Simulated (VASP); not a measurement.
Wanted: the native input for a VASP 6.6.1 run.

- Task: single point
- Functional: PBE
- Potentials or basis: VASP PAW PBE potentials, release 64 (Ge_d)
- Cutoff: 500 eV
- k mesh: 14 × 14 × 14
- Occupations: gaussian, width 0.15 eV
- Spin: no spin polarisation
- Dipole correction: no
- Further INCAR settings: ALGO = Normal; EDIFF = 1e-06; NBANDS = 21

The structure of Ge lies in POSCAR:

```
Ge
1.0
    0.0000000000      2.6024684000      2.6024684000
    2.6024684000      0.0000000000      2.6024684000
    2.6024684000      2.6024684000      0.0000000000
Ge
2
Direct
    0.5000000000      0.5000000000      0.5000000000
    0.7500000000      0.7500000000      0.7500000000
```

This cell differs from its parent crystal: strain -0.080 along x and y, -0.080 along z.

These files were run (other wordings do the same):

INCAR

```
SYSTEM = Ge
PREC = Accurate ; ENCUT = 500
EDIFF = 1E-6 ; ISMEAR = 0
SIGMA = 0.15 ; LREAL = .False.
LASPH = .True. ; NELM = 120
ALGO = Normal ; ISIF = 2
LWAVE = .False. ; LCHARG = .True.
GGA = PE ; LELF = .True.
LVHAR = .True. ; NBANDS = 21
GGA_COMPAT = .False.
```

KPOINTS

```
regular mesh
0
Gamma
  14 14 14
  0 0 0
```

Potentials or basis: VASP PAW PBE potentials, release 64 (Ge_d).

Command:

```bash
$ cat potpaw_PBE.64/Ge_d/POTCAR > POTCAR
$ mpirun -np 1 vasp_std > vasp.out
```

Results of the run:

```json
{"Pressure": "36.5 GPa", "Band gap on the k mesh": "0.12 eV, indirect (least direct gap 2.52 eV)"}
```

Caveat: the cell differs from its parent crystal (strain -0.080 along x and y, -0.080 along z).

Wall time 26 s on 1 thread of Intel(R) Xeon(R) 6975P-C (Granite Rapids), with other jobs on the host, peak memory 0.19 GiB.
